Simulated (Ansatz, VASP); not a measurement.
# CaOs3: VASP beside Ansatz

```
CELL_PARAMETERS angstrom
-2.05864 2.05864 3.82150
2.05864 -2.05864 3.82150
2.05864 2.05864 -3.82150
ATOMIC_POSITIONS crystal
Ca 0.00000 0.00000 0.00000
Os 0.50000 0.50000 0.00000
Os 0.25000 0.75000 0.50000
Os 0.75000 0.25000 0.50000
```

Alike in both runs: functional PBE; k mesh 16 × 16 × 16; occupations gaussian, width 0.1 eV; no spin polarisation.

Ansatz relaxed the structure, and its values are those at the end. VASP's run is a single point on that final structure, the one shown.

```csv
,VASP,Ansatz
version,VASP 6.6.1,Ansatz 0.2.0
potentials or method,"VASP PAW PBE potentials, release 64 (Ca_sv, Os), cutoff 520 eV","scalar-relativistic, plane waves, PAW"
valence electrons in the cell,34,58
```

|  | VASP | Ansatz | Ansatz less VASP |
| --- | --- | --- | --- |
| gap on the k mesh at the Fermi level (eV) | none | none | - |
| pressure (GPa) | 0.2 | 0.0 | -0.21 |

A gap of «none» marks a metal or a gap that the smearing closes. VASP's potentials hold 34 valence electrons a cell and Ansatz's 58, so a difference there can come from the potentials and not from the codes.

Spin-orbit coupling is off throughout.
